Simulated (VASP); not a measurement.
The system is SrMg3O4.

```
Sr Mg O
1.0
     3.25863    0.00000    0.00000
     0.00000    3.25863    0.00000
     0.00000    0.00000    8.87523
Sr Mg O
1 3 4
Direct
  0.00000 0.00000 0.99995
  0.50000 0.50000 0.72406
  0.00000 0.00000 0.49746
  0.50000 0.50000 0.26766
  0.00000 0.00000 0.27464
  0.50000 0.50000 0.01690
  0.00000 0.00000 0.72550
  0.50000 0.50000 0.49967
```

```yaml
Program: VASP 6.6.1
Task: relaxation of cell and atoms
Functional: PBEsol
Potentials_or_basis: VASP PAW PBE potentials, release 64 (Sr_sv, Mg, O)
Cutoff: 600 eV
k_mesh: 8 × 8 × 4
Occupations: gaussian, width 0.05 eV
Spin: no spin polarisation
```

At the start: pressure 0.0 GPa; volume 11.78 Å³/atom.

Problem. Where does the relaxation end?

Solution. Over 26 steps the energy falls by 14.3 meV/atom and the volume is 11.81 Å³/atom (+0.3 %); space group P4mm (No. 99, to 0.1 Å) before and after.

The path:
```
step  energy change (eV)  largest force (eV/Å)  pressure (GPa)  volume (Å³)
   1              0.0000                0.1730            0.03        94.24
   2             -0.0041                0.2079           -0.02        94.27
   3             -0.0136                0.3158           -0.09        94.34
   4             -0.0222                0.5404           -0.09        94.45
   5             -0.0239                0.5453           -0.10        94.46
   6             -0.0292                0.5614           -0.10        94.47
   7             -0.0402                0.5799           -0.10        94.49
   8             -0.0632                0.5688           -0.11        94.54
   9             -0.1004                0.3201           -0.09        94.61
  10             -0.0122                1.2949            0.45        94.66
  11             -0.1057                0.2734           -0.05        94.62
  12             -0.1062                0.3064           -0.04        94.63
  13             -0.1104                0.1468           -0.08        94.62
  14             -0.1108                0.1214           -0.09        94.61
  15             -0.1128                0.0812            0.02        94.55
  16             -0.1134                0.0610            0.16        94.47
  17             -0.1135                0.0641            0.13        94.49
  18             -0.1139                0.0430           -0.01        94.58
  19             -0.1141                0.0253           -0.15        94.67
  20             -0.1142                0.0178           -0.01        94.56
  21             -0.1142                0.0187            0.00        94.55
  22             -0.1142                0.0153            0.01        94.53
  23             -0.1142                0.0216            0.02        94.51
  24             -0.1143                0.0120            0.01        94.51
  25             -0.1143                0.0114           -0.02        94.53
  26             -0.1143                0.0066            0.00        94.51
```

Final structure:
```xyz
8
Lattice="3.1571 0.0000 0.0000 0.0000 3.1571 0.0000 0.0000 0.0000 9.4814" Properties=species:S:1:pos:R:3 pbc="T T T"
Sr    0.0000    0.0000    9.4666
Mg    1.5786    1.5786    6.6536
Mg    0.0000    0.0000    4.6107
Mg    1.5786    1.5786    2.5350
O     0.0000    0.0000    2.6494
O     1.5786    1.5786    0.5195
O     0.0000    0.0000    6.8379
O     1.5786    1.5786    4.7082
```

Caveat: the PAW data sets were made with another functional, which shifts forces and pressure a little.
